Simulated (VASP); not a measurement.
# Ni3Pt2 (P-3m1) in VASP: single point with PBE

Aim: the single point of Ni3Pt2 with PBE.

Everything below comes from runs of VASP 6.6.1. Logs are shortened: lines on timing, memory, paths and dates and some standing lists are left out, and cuts for length are marked.

## 1. The cell of the first run

Symmetry: P-3m1, No. 164, trigonal system. Conventional cell: a = 2.609 Å, b = 2.609 Å, c = 21.146 Å, α = 90.00°, β = 90.00°, γ = 120.00°. Ni (site symmetry 3m) has 9 Ni at 2.60 to 2.61 Å and 3 Pt at 2.60 Å within 3.4 Å. Within 3.4 Å of Ni (site symmetry 3m) lie 3 Pt at 2.60 Å and 9 Ni at 2.60 to 2.61 Å. Within 3.4 Å of Ni (site symmetry 3m) lie 12 Ni at 2.60 to 2.61 Å. Pt (site symmetry 3m) has 3 Ni at 2.60 Å and 9 Pt at 2.60 to 2.61 Å within 3.4 Å. Pt (site symmetry 3m) has 3 Ni at 2.60 Å and 9 Pt at 2.60 to 2.61 Å within 3.4 Å.

## 2. Single point, PBE, collinear spin, ferromagnetic start

INCAR reads:

```
PREC = Accurate
ENCUT = 520
EDIFF = 1E-6
ISMEAR = 0
SIGMA = 0.1
LREAL = F
LASPH = T
NELM = 150
ALGO = Fast
ISIF = 2
LWAVE = F
LCHARG = F
ISPIN = 2
MAGMOM = 2 2 2 2 2 2 0 0 0 0
LORBIT = 11
LMAXMIX = 4
GGA = PE
NBANDS = 65
```

KPOINTS reads:

```
regular mesh
0
Gamma
  6 6 1
```

POSCAR reads:

```
Ni3Pt2
1.0
    2.6093795500      0.0000000000      0.0000000000
   -1.3046897800      2.2597889800      0.0000000000
    0.0000000000      0.0000000000     21.1463688400
Ni Pt
6 4
Direct
    0.3333333300      0.6666666700      0.9500000000
    0.3333333300      0.6666666700      0.3500000000
    0.3333333300      0.6666666700      0.5500000000
    0.6666666700      0.3333333300      0.0500000000
    0.6666666700      0.3333333300      0.4500000000
    0.6666666700      0.3333333300      0.6500000000
    0.3333333300      0.6666666700      0.1500000000
    0.3333333300      0.6666666700      0.7500000000
    0.6666666700      0.3333333300      0.2500000000
    0.6666666700      0.3333333300      0.8500000000
```

Potentials or basis: VASP PAW PBE potentials, release 64 (Ni, Pt).

Started as:

```bash
$ cat potpaw_PBE.64/Ni/POTCAR potpaw_PBE.64/Pt/POTCAR > POTCAR
$ mpirun -np 1 vasp_std > vasp.out
```

OUTCAR:

```text
PREC = Accurate
   ENCUT = 520
   EDIFF = 1E-6
   ISMEAR = 0
   LREAL = F
   LASPH = T
   NELM = 150
   ISIF = 2
   ISPIN = 2
   LORBIT = 11
   GGA = PE

 ion  position               nearest neighbor table
   1  0.333  0.667  0.950-   4 2.60  10 2.60   4 2.60  10 2.60   4 2.60  10 2.60
   2  0.333  0.667  0.350-   5 2.60   9 2.60   5 2.60   9 2.60   5 2.60   9 2.60
   3  0.333  0.667  0.550-   5 2.60   6 2.60   5 2.60   6 2.60   5 2.60   6 2.60
   4  0.667  0.333  0.050-   1 2.60   7 2.60   1 2.60   7 2.60   1 2.60   7 2.60
   5  0.667  0.333  0.450-   3 2.60   2 2.60   3 2.60   2 2.60   3 2.60   2 2.60
   6  0.667  0.333  0.650-   3 2.60   8 2.60   3 2.60   8 2.60   3 2.60   8 2.60
   7  0.333  0.667  0.150-   4 2.60   9 2.60   4 2.60   9 2.60   4 2.60   9 2.60
   8  0.333  0.667  0.750-   6 2.60  10 2.60   6 2.60  10 2.60   6 2.60  10 2.60
   9  0.667  0.333  0.250-   2 2.60   7 2.60   2 2.60   7 2.60   2 2.60   7 2.60
  10  0.667  0.333  0.850-   1 2.60   8 2.60   1 2.60   8 2.60   1 2.60   8 2.60

  LATTYP: Found a hexagonal cell.
 ALAT       =     2.6093795500
 C/A-ratio  =     8.1039835083

  Lattice vectors:

 A1 = (   2.6093795500,   0.0000000000,   0.0000000000)
 A2 = (  -1.3046897800,   2.2597889800,   0.0000000000)
 A3 = (   0.0000000000,   0.0000000000,  21.1463688400)

Analysis of symmetry for initial positions (statically):
=====================================================================
 Subroutine PRICEL returns:
 Original cell was already a primitive cell.

 Routine SETGRP: Setting up the symmetry group for a
 hexagonal supercell.

 Subroutine GETGRP returns: Found 12 space group operations
 (whereof 12 operations were pure point group operations)
 out of a pool of 24 trial point group operations.

The static configuration has the point symmetry D_3d.

Analysis of symmetry for dynamics (positions and initial velocities):
=====================================================================
 Subroutine PRICEL returns:
 Original cell was already a primitive cell.

 Routine SETGRP: Setting up the symmetry group for a
 hexagonal supercell.

 Subroutine GETGRP returns: Found 12 space group operations
 (whereof 12 operations were pure point group operations)
 out of a pool of 24 trial point group operations.

The dynamic configuration has the point symmetry D_3d.

Analysis of structural, dynamic, and magnetic symmetry:
=====================================================================
 Subroutine PRICEL returns:
 Original cell was already a primitive cell.

 Routine SETGRP: Setting up the symmetry group for a
 hexagonal supercell.

 Subroutine GETGRP returns: Found 12 space group operations
 (whereof 12 operations were pure point group operations)
 out of a pool of 24 trial point group operations.

The overall configuration has the point symmetry D_3d.

 Subroutine INISYM returns: Found 12 space group operations
 (whereof 12 operations are pure point group operations),
 and found     1 'primitive' translations

----------------------------------------------------------------------------------------

                                     Primitive cell

  volume of cell :     124.6927

  direct lattice vectors                    reciprocal lattice vectors
     2.609379550  0.000000000  0.000000000     0.383232865  0.221259598  0.000000000
    -1.304689780  2.259788980  0.000000000     0.000000000  0.442519195  0.000000000
     0.000000000  0.000000000 21.146368840     0.000000000  0.000000000  0.047289443

  length of vectors
     2.609379550  2.609379554 21.146368840     0.442519196  0.442519195  0.047289443

  position of ions in fractional coordinates (direct lattice)
     0.333333330  0.666666670  0.950000000
     0.333333330  0.666666670  0.350000000
     0.333333330  0.666666670  0.550000000
     0.666666670  0.333333330  0.050000000
     0.666666670  0.333333330  0.450000000
     0.666666670  0.333333330  0.650000000
     0.333333330  0.666666670  0.150000000
[... 61 lines left out ...]
   PREC   = accura    normal or accurate (medium, high low for compatibility)
   ISTART =      0    job   : 0-new  1-cont  2-samecut
   ICHARG =      2    charge: 1-file 2-atom 10-const
   ISPIN  =      2    spin polarized calculation?
   LNONCOLLINEAR =      F non collinear calculations
   LSORBIT =      F    spin-orbit coupling
   LASPH  =      T    aspherical Exc in radial PAW
   ENCUT  =  520.0 eV  38.22 Ry    6.18 a.u.   4.85  4.85 39.32*2*pi/ulx,y,z
   NELM   =    150;   NELMIN=  2; NELMDL= -5     # of ELM steps
   EDIFF  = 0.1E-05   stopping-criterion for ELM
   LREAL  =      F    real-space projection
   EDIFFG = 0.1E-04   stopping-criterion for IOM
   NSW    =      0    number of steps for IOM
   IBRION =     -1    ionic relax: 0-MD 1-quasi-New 2-CG
   NFREE  =      0    steps in history (QN), initial steepest desc. (CG)
   ISIF   =      2    stress and relaxation
   ISYM   =      2    0-nonsym 1-usesym 2-fastsym
   POTIM  = 0.5000    time-step for ionic-motion
   TEBEG  =    0.0;   TEEND  =   0.0 temperature during run
   PSTRESS=    0.0 pullay stress
   NELECT =     100.0000    total number of electrons
   NUPDOWN=      -1.0000    fix difference up-down
   EMIN   =  10.00;   EMAX   =-10.00  energy-range for DOS
   EFERMI =   0.00;   METHOD = LEGACY
   ISMEAR =     0;   SIGMA  =   0.10  broadening in eV -4-tet -1-fermi 0-gaus
   EFERMI_NEDOS =   21; number of points for ismear=-14 and -15
   IALGO  =     68    algorithm
   IMIX   =      4    mixing-type and parameters
     AMIX     =   0.40;   BMIX     =  1.00
     AMIX_MAG =   1.60;   BMIX_MAG =  1.00
  volume/ion in A,a.u.               =      12.47        84.15
  Fermi-wavevector in a.u.,A,eV,Ry     =   1.520995  2.874264 31.476078  2.313426
  Thomas-Fermi vector in A             =   2.629770
   LORBIT       =     11    0 simple, 1 ext, 2 COOP (PROOUT), +10 PAW based schemes
   GGA     = PE    functional components
   LHFCALC =     F    Hartree Fock is set to
   AEXX    =    0.0000 exact exchange contribution
   IVDW    =     0    specifies the selected vdW correction
   LEPSILON=     F    determine dielectric tensor
   LRPA    =     F    only Hartree local field effects (RPA)
 spin polarized calculation
 RMM-DIIS sequential band-by-band and
 Gauss-broadening in eV      SIGMA  =   0.10
  energy-cutoff  :      520.00
  volume of cell :      124.69
 maximum number of plane-waves:      3399
 NGX is ok and might be reduce to    20
   NGX =  9   NGY =  9   NGZ = 79

 number of electron     100.0000000 magnetization      12.0000000

 number of electron      99.9999961 magnetization      10.1582388

 number of electron      99.9999955 magnetization       5.1851084

 Free energy of the ion-electron system (eV)
  ---------------------------------------------------
  ext. energy  EPLUGINS =         0.00000000
  ---------------------------------------------------
  free energy    TOTEN  =       -55.02557921 eV

  energy without entropy =      -54.94040179  energy(sigma->0) =      -54.98299050

 E-fermi :  10.5963     XC(G=0): -13.3624

 val. band max:       10.5831295102   @ k =   0.0000   0.0000   0.0000
 cond. band min:      10.5984318259   @ k =   0.3333   0.1667   0.0000
 fundamental gap:      0.0153023157
 Fermi energy:        10.5962854084

 spin component 1

 k-point     1 :       0.0000    0.0000    0.0000
  band No.  band energies     occupation
      1      -0.5213      1.00000
      2      -0.4819      1.00000
      3       1.2273      1.00000
      4       1.2922      1.00000
      5       2.7605      1.00000
      6       3.1505      1.00000
[... 444 lines left out ...]
     61      16.5101      0.00000
     62      16.7394      0.00000
 Fermi energy:        10.5962854084

 spin component 2

 k-point     1 :       0.0000    0.0000    0.0000
  band No.  band energies     occupation
      1      -0.4984      1.00000
      2      -0.4584      1.00000
      3       1.2698      1.00000
      4       1.3406      1.00000
      5       2.7413      1.00000
      6       3.1647      1.00000
[... 444 lines left out ...]
     61      16.6418      0.00000
     62      16.8653      0.00000
 [bands above 62 left out]

------------------------ aborting loop because EDIFF is reached ----------------------------------------

  FORCE on cell =-STRESS in cart. coord.  units (eV):
  Direction    XX          YY          ZZ          XY          YZ          ZX
  --------------------------------------------------------------------------------------
  -------------------------------------------------------------------------------------
  Total       17.4141222     17.4141222     18.6615966     -0.0000000      0.0000000      0.0000000
  in kB      223.7542154    223.7542157    239.7830256     -0.0000005      0.0000000      0.0000000
  external PRESSURE =     229.0971522 kB  Pullay stress =       0.0000000 kB

 VOLUME and BASIS-vectors are now :
 -----------------------------------------------------------------------------
  energy-cutoff  :      520.00
  volume of cell :      124.69
      direct lattice vectors                 reciprocal lattice vectors
     2.609379550  0.000000000  0.000000000     0.383232865  0.221259598  0.000000000
    -1.304689780  2.259788980  0.000000000     0.000000000  0.442519195  0.000000000
     0.000000000  0.000000000 21.146368840     0.000000000  0.000000000  0.047289443

 POSITION                                       TOTAL-FORCE (eV/Angst)
 -----------------------------------------------------------------------------------
     -0.00000      1.50653     20.08905        -0.000000      0.000000      1.180209
     -0.00000      1.50653      7.40123        -0.000000      0.000000      1.237158
     -0.00000      1.50653     11.63050        -0.000000      0.000000     -0.054530
      1.30469      0.75326      1.05732        -0.000000      0.000000     -1.180209
      1.30469      0.75326      9.51587        -0.000000     -0.000000      0.054530
      1.30469      0.75326     13.74514        -0.000000      0.000000     -1.237158
     -0.00000      1.50653      3.17196        -0.000000      0.000000     -3.698336
     -0.00000      1.50653     15.85978         0.000000      0.000000     -3.680885
      1.30469      0.75326      5.28659         0.000000      0.000000      3.680885
      1.30469      0.75326     17.97441         0.000000     -0.000000      3.698336
 -----------------------------------------------------------------------------------
    total drift:                                0.000000     -0.000000     -0.000000

  FREE ENERGIE OF THE ION-ELECTRON SYSTEM (eV)
  ---------------------------------------------------
  free  energy   TOTEN  =       -55.0255792075 eV

  energy  without entropy=      -54.9404017898  energy(sigma->0) =      -54.98299050

 total charge

# of ion       s       p       d       tot
------------------------------------------
    1        0.445   0.435   8.303   9.183
    2        0.444   0.433   8.309   9.187
    3        0.444   0.388   8.273   9.104
    4        0.445   0.435   8.303   9.183
    5        0.444   0.388   8.273   9.104
    6        0.444   0.433   8.309   9.187
    7        0.755   0.830   8.196   9.780
    8        0.754   0.830   8.198   9.782
    9        0.754   0.830   8.198   9.782
   10        0.755   0.830   8.196   9.780
--------------------------------------------------
tot          5.684   5.830  82.556  94.071

 magnetization (x)

# of ion       s       p       d       tot
------------------------------------------
    1       -0.003  -0.015   0.767   0.749
    2       -0.004  -0.016   0.758   0.738
    3       -0.006  -0.024   0.707   0.677
    4       -0.003  -0.015   0.767   0.749
    5       -0.006  -0.024   0.707   0.677
    6       -0.004  -0.016   0.758   0.738
    7       -0.001  -0.013   0.251   0.237
    8       -0.001  -0.012   0.253   0.240
    9       -0.001  -0.012   0.253   0.240
   10       -0.001  -0.013   0.251   0.237
--------------------------------------------------
tot         -0.032  -0.159   5.472   5.281
```

Run time: 5.1 min. Hardware: 1 thread of Intel Xeon Platinum 8375C at 2.90GHz (Ice Lake), shared host; peak memory 0.33 GiB.

What came out:

- Free energy: -55.0256 eV
- Pressure: 22.9 GPa
- Largest force: 3.698 eV/Å
- Net moment: 5.19 μB per cell
- Site moments: Ni +0.75, +0.74, +0.68 (each value once); Pt +0.24 μB
- Valence electrons inside the program's atomic spheres: Ni 9.18, 9.19, 9.10 (each value once); Pt 9.78

Forces on the atoms (eV/Å):
```
Ni   0.000  0.000  1.180
Ni   0.000  0.000  1.237
Ni   0.000  0.000 -0.055
Ni   0.000  0.000 -1.180
Ni   0.000  0.000  0.055
Ni   0.000  0.000 -1.237
Pt   0.000  0.000 -3.698
Pt   0.000  0.000 -3.681
Pt   0.000  0.000  3.681
Pt   0.000  0.000  3.698
```

Caveat: the k points lie up to 0.46 Å⁻¹ apart; spin-orbit coupling is left out, which moves the levels of the heavy elements; forces of over 1 eV/Å act on the atoms, so gaps and moduli don't describe the material at rest.
